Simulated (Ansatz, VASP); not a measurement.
**KCl: VASP beside Ansatz**

```
CELL_PARAMETERS angstrom
0.00000 3.50728 3.50728
3.50728 0.00000 3.50728
3.50728 3.50728 0.00000
ATOMIC_POSITIONS crystal
K 0.00000 0.00000 0.00000
Cl 0.25000 0.25000 0.25000
```

Alike in both runs: task single point; functional PBE; dispersion D4; k mesh 4 × 4 × 4; no spin polarisation.

|  | VASP | Ansatz |
| --- | --- | --- |
| version | VASP 6.6.1 | Ansatz 0.2.0 |
| potentials or method | VASP PAW PBE potentials, release 64 (K_sv, Cl) | plane waves |
| plane-wave cutoff (eV) | 500 | 420 |
| occupations | gaussian, width 0.01 eV | fixed |
| valence electrons in the cell | 16 | 16 |

|  | VASP | Ansatz | Ansatz less VASP |
| --- | --- | --- | --- |
| gap on the k mesh at the Fermi level (eV) | 4.77 | 4.78 | +0.001 |
| pressure (GPa) | -0.1 | -0.1 | -0.01 |

Ansatz's warnings: dispersion switch in reach.
